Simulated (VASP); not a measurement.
Input of a VASP 6.6.1 run:

File INCAR:

```
PREC     = Accurate       # precision mode
ENCUT    = 520            # plane-wave cutoff, eV
EDIFF    = 1E-6           # SCF threshold, eV
ISMEAR   = -1             # smearing method
SIGMA    = 0.08           # smearing width, eV
LREAL    = False          # projectors in reciprocal space
LASPH    = True           # aspherical terms in the spheres
NELM     = 60             # most SCF steps
ALGO     = Normal         # electronic algorithm
ISIF     = 2              # what is computed and relaxed
LWAVE    = False          # write WAVECAR
LCHARG   = False          # write CHGCAR
GGA      = PE             # functional
NBANDS   = 10             # bands
```

KPOINTS

```
Automatic mesh
0
Gamma
  13 13 12
```

Contents of POSCAR:

```
Na
1.0
    3.2940078451      0.0000000000      0.0000000000
   -1.6470039226      2.8526944741      0.0000000000
    0.0000000000      0.0000000000      3.0686027378
Na
1
Direct
    0.0000000000      0.0000000000      0.0000000000
```

Potentials or basis: VASP PAW PBE potentials, release 64 (Na_pv).

Run with:

```sh
$ cat potpaw_PBE.64/Na_pv/POTCAR > POTCAR
$ mpirun -np 1 vasp_std > vasp.out
```

Question: Estimate the pressure.

Answer: 3.3 GPa.
